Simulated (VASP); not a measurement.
# GeW (WC type) (P-6m2) in VASP: further runs

GeW (WC type) is run at these levels: PBE; tasks: single point.

Everything below comes from runs of VASP 6.6.1. Logs are shortened: lines on timing, memory, paths and dates and some standing lists are left out, and cuts for length are marked.

### 1 The cell of the first run

Symmetry: P-6m2, No. 187, hexagonal system. Conventional cell: a = 2.354 Å, b = 2.354 Å, c = 3.456 Å, α = 90.00°, β = 90.00°, γ = 120.00°. Within 2.9 Å of W (site symmetry -6m2) lie 6 Ge at 2.20 Å and 6 W at 2.35 Å. Ge (site symmetry -6m2) has 6 W at 2.20 Å and 6 Ge at 2.35 Å within 2.9 Å.

### 2 Single point, PBE

INCAR reads:

```
PREC = Accurate
ENCUT = 520
EDIFF = 1E-6
ISMEAR = -1
SIGMA = 0.05
LREAL = F
LASPH = T
NELM = 100
ALGO = Normal
ISIF = 2
LWAVE = F
LCHARG = T
GGA = PE
LELF = T
LVHAR = T
NBANDS = 21
```

KPOINTS reads:

```
regular mesh
0
Gamma
  16 16 14
```

POSCAR reads:

```
GeW
1.0
    2.3538635354      0.0000000000      0.0000000000
   -1.1769317677      2.0385056187      0.0000000000
    0.0000000000      0.0000000000      3.4560336654
W Ge
1 1
Direct
    0.0000000000      0.0000000000      0.0000000000
    0.3333333333      0.6666666667      0.5000000000
```

Potentials or basis: VASP PAW PBE potentials, release 64 (W_sv, Ge_d).

The run is started by

```
cat potpaw_PBE.64/W_sv/POTCAR potpaw_PBE.64/Ge_d/POTCAR > POTCAR
mpirun -np 1 vasp_std > vasp.out
```

OUTCAR:

```text
PREC = Accurate
   ENCUT = 520
   EDIFF = 1E-6
   ISMEAR = -1
   LREAL = F
   LASPH = T
   NELM = 100
   ISIF = 2
   GGA = PE

 ion  position               nearest neighbor table
   1  0.000  0.000  0.000-   2 2.20   2 2.20   2 2.20   2 2.20   2 2.20   2 2.20
   2  0.333  0.667  0.500-   1 2.20   1 2.20   1 2.20   1 2.20   1 2.20   1 2.20

  LATTYP: Found a hexagonal cell.
 ALAT       =     2.3538635354
 C/A-ratio  =     1.4682387545

  Lattice vectors:

 A1 = (   2.3538635354,   0.0000000000,   0.0000000000)
 A2 = (  -1.1769317677,   2.0385056187,   0.0000000000)
 A3 = (   0.0000000000,   0.0000000000,   3.4560336654)

Analysis of symmetry for initial positions (statically):
=====================================================================
 Subroutine PRICEL returns:
 Original cell was already a primitive cell.

 Routine SETGRP: Setting up the symmetry group for a
 hexagonal supercell.

 Subroutine GETGRP returns: Found 12 space group operations
 (whereof 12 operations were pure point group operations)
 out of a pool of 24 trial point group operations.

The static configuration has the point symmetry D_3h.

Analysis of symmetry for dynamics (positions and initial velocities):
=====================================================================
 Subroutine PRICEL returns:
 Original cell was already a primitive cell.

 Routine SETGRP: Setting up the symmetry group for a
 hexagonal supercell.

 Subroutine GETGRP returns: Found 12 space group operations
 (whereof 12 operations were pure point group operations)
 out of a pool of 24 trial point group operations.

The dynamic configuration has the point symmetry D_3h.

 Subroutine INISYM returns: Found 12 space group operations
 (whereof 12 operations are pure point group operations),
 and found     1 'primitive' translations

----------------------------------------------------------------------------------------

                                     Primitive cell

  volume of cell :      16.5833

  direct lattice vectors                    reciprocal lattice vectors
     2.353863535  0.000000000  0.000000000     0.424833464  0.245277715  0.000000000
    -1.176931768  2.038505619  0.000000000     0.000000000  0.490555430  0.000000000
     0.000000000  0.000000000  3.456033665     0.000000000  0.000000000  0.289349033

  length of vectors
     2.353863535  2.353863535  3.456033665     0.490555430  0.490555430  0.289349033

  position of ions in fractional coordinates (direct lattice)
     0.000000000  0.000000000  0.000000000
     0.333333333  0.666666667  0.500000000

  ion indices of the primitive-cell ions
   primitive index   ion index
                 1           1
                 2           2

----------------------------------------------------------------------------------------

 KPOINTS: regular mesh

Automatic generation of k-mesh.
 Grid dimensions read from file:
 generate k-points for:   16   16   14

 Generating k-lattice:

  Cartesian coordinates                     Fractional coordinates (reciprocal lattice)
     0.026552092  0.015329857  0.000000000     0.062500000  0.000000000  0.000000000
     0.000000000  0.030659714  0.000000000     0.000000000  0.062500000  0.000000000
     0.000000000  0.000000000  0.020667788     0.000000000  0.000000000  0.071428571

  Length of vectors
     0.030659714  0.030659714  0.020667788

  Shift w.r.t. Gamma in fractional coordinates (k-lattice)
     0.000000000  0.000000000  0.000000000

 Subroutine IBZKPT returns following result:
 ===========================================

 Found    240 irreducible k-points:

 Following reciprocal coordinates:
            Coordinates               Weight
  0.000000  0.000000  0.000000      1.000000
  0.062500  0.000000  0.000000      6.000000
  0.125000  0.000000  0.000000      6.000000
  0.187500 -0.000000  0.000000      6.000000
  0.250000  0.000000  0.000000      6.000000
  0.312500  0.000000  0.000000      6.000000
[... 16 lines left out ...]
  0.187500  0.187500  0.000000      6.000000
  0.250000  0.187500  0.000000     12.000000
 [... further k-points ...]
   k-points           NKPTS =    240   k-points in BZ     NKDIM =    240   number of bands    NBANDS=     21
   number of dos      NEDOS =    301   number of ions     NIONS =      2
   total plane-waves  NPLWV =   9072
   dimension x,y,z NGX =    18 NGY =   18 NGZ =   28
   dimension x,y,z NGXF=    36 NGYF=   36 NGZF=   56
   ions per type =               1   1
   NGX,Y,Z   is equivalent  to a cutoff of  12.71, 12.71, 13.47 a.u.
   NGXF,Y,Z  is equivalent  to a cutoff of  25.43, 25.43, 26.94 a.u.
 SYSTEM =  unknown system
   PREC   = accura    normal or accurate (medium, high low for compatibility)
   ISTART =      0    job   : 0-new  1-cont  2-samecut
   ICHARG =      2    charge: 1-file 2-atom 10-const
   ISPIN  =      1    spin polarized calculation?
   LNONCOLLINEAR =      F non collinear calculations
   LSORBIT =      F    spin-orbit coupling
   LASPH  =      T    aspherical Exc in radial PAW
   ENCUT  =  520.0 eV  38.22 Ry    6.18 a.u.   4.38  4.38  6.43*2*pi/ulx,y,z
   NELM   =    100;   NELMIN=  2; NELMDL= -5     # of ELM steps
   EDIFF  = 0.1E-05   stopping-criterion for ELM
   LREAL  =      F    real-space projection
   EDIFFG = 0.1E-04   stopping-criterion for IOM
   NSW    =      0    number of steps for IOM
   IBRION =     -1    ionic relax: 0-MD 1-quasi-New 2-CG
   NFREE  =      0    steps in history (QN), initial steepest desc. (CG)
   ISIF   =      2    stress and relaxation
   ISYM   =      2    0-nonsym 1-usesym 2-fastsym
   POTIM  = 0.5000    time-step for ionic-motion
   TEBEG  =    0.0;   TEEND  =   0.0 temperature during run
   PSTRESS=    0.0 pullay stress
   NELECT =      28.0000    total number of electrons
   NUPDOWN=      -1.0000    fix difference up-down
   EMIN   =  10.00;   EMAX   =-10.00  energy-range for DOS
   EFERMI =   0.00;   METHOD = LEGACY
   ISMEAR =    -1;   SIGMA  =   0.05  broadening in eV -4-tet -1-fermi 0-gaus
   EFERMI_NEDOS =   21; number of points for ismear=-14 and -15
   IALGO  =     38    algorithm
   IMIX   =      4    mixing-type and parameters
     AMIX     =   0.40;   BMIX     =  1.00
     AMIX_MAG =   1.60;   BMIX_MAG =  1.00
  volume/ion in A,a.u.               =       8.29        55.95
  Fermi-wavevector in a.u.,A,eV,Ry     =   1.949413  3.683856 51.704994  3.800210
  Thomas-Fermi vector in A             =   2.977185
   LORBIT       =      0    0 simple, 1 ext, 2 COOP (PROOUT), +10 PAW based schemes
   GGA     = PE    functional components
   LHFCALC =     F    Hartree Fock is set to
   AEXX    =    0.0000 exact exchange contribution
   IVDW    =     0    specifies the selected vdW correction
   LEPSILON=     F    determine dielectric tensor
   LRPA    =     F    only Hartree local field effects (RPA)
 non-spin polarized calculation
  energy-cutoff  :      520.00
  volume of cell :       16.58
 maximum number of plane-waves:       474
 NGX is ok and might be reduce to    18
   NGX =  9   NGY =  9   NGZ = 13

 number of electron      27.9999999 magnetization

 Free energy of the ion-electron system (eV)
  ---------------------------------------------------
  ext. energy  EPLUGINS =         0.00000000
  ---------------------------------------------------
  free energy    TOTEN  =        -2.69977543 eV

  energy without entropy =       -2.69408322  energy(sigma->0) =       -2.69692933

 E-fermi :  21.7444     XC(G=0): -16.9762

 val. band max:       21.7347716250   @ k =   0.3125   0.0000   0.3571
 cond. band min:      21.7861969331   @ k =   0.1875  -0.0000   0.2857
 fundamental gap:      0.0514253080
 Fermi energy:        21.7443965067

 k-point     1 :       0.0000    0.0000    0.0000
  band No.  band energies     occupation
      1     -52.4469      2.00000
      2     -17.9913      2.00000
      3     -14.6193      2.00000
      4     -14.6193      2.00000
      5      -5.2822      2.00000
      6      -5.0127      2.00000
[... 13 lines left out ...]
     20      37.7805      0.00000
     21      40.9007      0.00000

 k-point     2 :       0.0625    0.0000    0.0000
  band No.  band energies     occupation
      1     -52.4187      2.00000
      2     -17.9580      2.00000
      3     -14.8620      2.00000
      4     -14.6674      2.00000
      5      -5.2573      2.00000
      6      -5.0230      2.00000
[... 13 lines left out ...]
     20      36.5938      0.00000
     21      40.3587      0.00000

 k-point     3 :       0.1250    0.0000    0.0000
  band No.  band energies     occupation
      1     -52.3377      2.00000
      2     -17.8619      2.00000
      3     -15.5211      2.00000
      4     -14.8024      2.00000
      5      -5.2062      2.00000
      6      -5.0354      2.00000
[... 13 lines left out ...]
     20      36.7682      0.00000
     21      39.3634      0.00000

 k-point     4 :       0.1875   -0.0000    0.0000
  band No.  band energies     occupation
      1     -52.2149      2.00000
      2     -17.7150      2.00000
      3     -16.4343      2.00000
      4     -14.9991      2.00000
      5      -5.2117      2.00000
      6      -4.9796      2.00000
[... 13 lines left out ...]
     20      37.8728      0.00000
     21      38.4558      0.00000

 k-point     5 :       0.2500    0.0000    0.0000
  band No.  band energies     occupation
      1     -52.0676      2.00000
      2     -17.5367      2.00000
      3     -17.4235      2.00000
      4     -15.2233      2.00000
      5      -5.2773      2.00000
      6      -4.8651      2.00000
[... 13 lines left out ...]
     20      37.1516      0.00000
     21      38.7227      0.00000

 k-point     6 :       0.3125    0.0000    0.0000
  band No.  band energies     occupation
      1     -51.9177      2.00000
      2     -18.3389      2.00000
      3     -17.3525      2.00000
      4     -15.4397      2.00000
      5      -5.3554      2.00000
      6      -4.8057      2.00000
[... 13 lines left out ...]
     20      37.2945      0.00000
     21      38.6693      0.00000

 k-point     7 :       0.3750   -0.0000    0.0000
  band No.  band energies     occupation
      1     -51.7882      2.00000
      2     -19.0687      2.00000
      3     -17.1915      2.00000
      4     -15.6175      2.00000
      5      -5.4243      2.00000
      6      -4.8331      2.00000
[... 13 lines left out ...]
     20      38.1590      0.00000
     21      38.5679      0.00000
[... 291 lines left out ...]
      1     -51.7510      2.00000
      2     -18.9602      2.00000
      3     -17.1450      2.00000
      4     -16.1270      2.00000
      5      -5.3093      2.00000
      6      -4.9566      2.00000
[... 13 lines left out ...]
     20      38.3265      0.00000
     21      41.2650      0.00000

 k-point    21 :       0.3750    0.1250    0.0000
  band No.  band energies     occupation
      1     -51.6697      2.00000
      2     -19.3548      2.00000
      3     -17.0424      2.00000
      4     -16.2957      2.00000
      5      -5.3509      2.00000
      6      -4.9925      2.00000
[... 13 lines left out ...]
     20      39.5821      0.00000
     21      41.0785      0.00000

 k-point    22 :       0.4375    0.1250    0.0000
  band No.  band energies     occupation
      1     -51.6410      2.00000
      2     -19.4912      2.00000
      3     -17.0059      2.00000
      4     -16.3540      2.00000
      5      -5.3655      2.00000
      6      -5.0055      2.00000
[... 13 lines left out ...]
     20      40.5748      0.00000
     21      40.9864      0.00000

 k-point    23 :       0.1875    0.1875    0.0000
  band No.  band energies     occupation
      1     -51.8828      2.00000
      2     -18.1805      2.00000
      3     -17.3095      2.00000
      4     -15.9888      2.00000
      5      -5.1531      2.00000
      6      -4.9661      2.00000
[... 13 lines left out ...]
     20      37.5226      0.00000
     21      43.6144      0.00000

 k-point    24 :       0.2500    0.1875    0.0000
  band No.  band energies     occupation
      1     -51.7629      2.00000
      2     -18.6722      2.00000
      3     -17.1600      2.00000
      4     -16.4148      2.00000
      5      -5.1763      2.00000
      6      -4.9831      2.00000
[... 13 lines left out ...]
     20      38.0255      0.00000
     21      43.5131      0.00000

 [... further k-points ...]
[... 5 lines left out ...]
  --------------------------------------------------------------------------------------
  -------------------------------------------------------------------------------------
  Total       55.1309399     55.1309399     54.9732324     -0.0000000     -0.0000000      0.0000000
  in kB     5326.4127885   5326.4127885   5311.1760603     -0.0000000     -0.0000000      0.0000000
  external PRESSURE =    5321.3338791 kB  Pullay stress =       0.0000000 kB

 VOLUME and BASIS-vectors are now :
 -----------------------------------------------------------------------------
  energy-cutoff  :      520.00
  volume of cell :       16.58
      direct lattice vectors                 reciprocal lattice vectors
     2.353863535  0.000000000  0.000000000     0.424833464  0.245277715  0.000000000
    -1.176931768  2.038505619  0.000000000     0.000000000  0.490555430  0.000000000
     0.000000000  0.000000000  3.456033665     0.000000000  0.000000000  0.289349033

 POSITION                                       TOTAL-FORCE (eV/Angst)
 -----------------------------------------------------------------------------------
      0.00000      0.00000      0.00000         0.000000      0.000000      0.000000
     -0.00000      1.35900      1.72802        -0.000000     -0.000000      0.000000
 -----------------------------------------------------------------------------------
    total drift:                               -0.000000      0.000000     -0.000000

  FREE ENERGIE OF THE ION-ELECTRON SYSTEM (eV)
  ---------------------------------------------------
  free  energy   TOTEN  =        -2.6997754324 eV

  energy  without entropy=       -2.6940832212  energy(sigma->0) =       -2.69692933
```

Wall time 58 s (1 thread of Intel Xeon Platinum 8375C at 2.90GHz (Ice Lake), shared host); peak memory 0.2 GiB.

Results:

```yaml
Free_energy: -2.6998 eV
Pressure: 532.1 GPa
Band_gap_on_the_k_mesh: zero (band 14 reaches 23.44 eV, above the bottom of band 15 at 19.23 eV)
```

Levels at points of the mesh, in eV from the Fermi level:
```csv
k point,band 11,band 12,band 13,band 14,band 15,band 16,band 17,band 18
"(0.00, 0.00, 0.00)",-8.81,-3.01,-2.61,-2.61,3.61,3.61,10.25,12.76
"(0.50, 0.00, 0.00)",-9.87,-9.32,-7.72,1.03,5.91,5.96,9.66,9.89
"(0.00, 0.00, 0.50)",-11.94,-6.09,-2.16,-2.16,2.66,2.66,9.67,11.95
"(0.50, 0.00, 0.50)",-9.99,-8.03,-2.03,-1.41,1.38,5.20,8.84,9.95
```

Caveat: spin-orbit coupling is left out, which moves the levels of the heavy elements.

### 3 Single point, PBE

INCAR reads:

```
SYSTEM = GeW
PREC     = Accurate       ! precision mode
ENCUT    = 520            ! plane-wave cutoff, eV
EDIFF    = 1E-6           ! SCF threshold, eV
ISMEAR   = -1             ! smearing method
SIGMA    = 0.05           ! smearing width, eV
LREAL    = .FALSE.        ! projectors in reciprocal space
LASPH    = .TRUE.         ! aspherical terms in the spheres
NELM     = 100            ! most SCF steps
ALGO     = Normal         ! electronic algorithm
ISIF     = 2              ! what is computed and relaxed
LWAVE    = .FALSE.        ! write WAVECAR
LCHARG   = .FALSE.        ! write CHGCAR
GGA      = PE             ! functional
NBANDS   = 21             ! bands
```

KPOINTS reads:

```
Automatic mesh
0
G
  16 16 14
  0 0 0
```

POSCAR reads:

```
GeW
1.0
    2.3526945368      0.0000000000      0.0000000000
   -1.1763472684      2.0374932362      0.0000000000
    0.0000000000      0.0000000000      3.4541628101
W Ge
1 1
Direct
    0.0000000000      0.0000000000      0.0000000000
    0.3333333333      0.6666666667      0.5000000000
```

Potentials or basis: VASP PAW PBE potentials, release 64 (W_sv, Ge_d).

The run is started by

```
cat potpaw_PBE.64/W_sv/POTCAR potpaw_PBE.64/Ge_d/POTCAR > POTCAR
mpirun -np 1 vasp_std > vasp.out
```

Wall time 45 s (1 thread of Intel Xeon Platinum 8375C at 2.90GHz (Ice Lake), shared host); peak memory 0.2 GiB.

It converged, with:

```
Free energy            : -2.6150 eV
Pressure               : 535.2 GPa
Band gap on the k mesh : zero (band 14 reaches 23.47 eV, above the bottom of band 15 at 19.26 eV)
```

Stress tensor (GPa, compression positive):
```
535.55   0.00   0.00
  0.00 535.55   0.00
  0.00   0.00 534.37
```

Levels at points of the mesh, in eV from the Fermi level:
```
           k point  band 11  band 12  band 13  band 14  band 15  band 16  band 17  band 18
(0.00, 0.00, 0.00)    -8.82    -3.01    -2.62    -2.62     3.61     3.61    10.26    12.77
(0.50, 0.00, 0.00)    -9.89    -9.33    -7.73     1.03     5.91     5.97     9.68     9.91
(0.00, 0.00, 0.50)   -11.94    -6.10    -2.17    -2.17     2.67     2.67     9.67    11.95
(0.50, 0.00, 0.50)   -10.00    -8.03    -2.03    -1.41     1.39     5.21     8.85     9.96
```

Caveat: spin-orbit coupling is left out, which moves the levels of the heavy elements.
